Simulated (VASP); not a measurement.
Input of a VASP 6.6.1 run:

The input INCAR:

```
PREC = Accurate
ENCUT = 520
EDIFF = 1E-8
ISMEAR = -1
SIGMA = 0.05
LREAL = False
LASPH = True
NELM = 60
ALGO = Normal
ISIF = 2
LWAVE = False
LCHARG = False
GGA = CA
LEFG = True
NBANDS = 16
```

The input KPOINTS:

```
Automatic mesh
0
Gamma
  11 11 11
```

File POSCAR:

```
InP
1.0
    0.0000000000      2.8925700979      2.8925700979
    2.8925700979      0.0000000000      2.8925700979
    2.8925700979      2.8925700979      0.0000000000
In P
1 1
Direct
    0.0000000000      0.0000000000      0.0000000000
    0.5000000000      0.5000000000      0.5000000000
```

Potentials or basis: VASP PAW LDA potentials, release 64 (In_d, P).

Launch:

```bash
$ cat potpaw_LDA.64/In_d/POTCAR potpaw_LDA.64/P/POTCAR > POTCAR
$ mpirun -np 1 vasp_std > vasp.out
```

Q: What does it give for the pressure?

A: -11.0 GPa.

Q: Estimate the band gap on the k mesh.

A: Zero (bands 9 and 10 overlap by 2.21 eV).

Caveat: the cell stands under tension; spin-orbit coupling is left out, which moves the levels of the heavy elements.
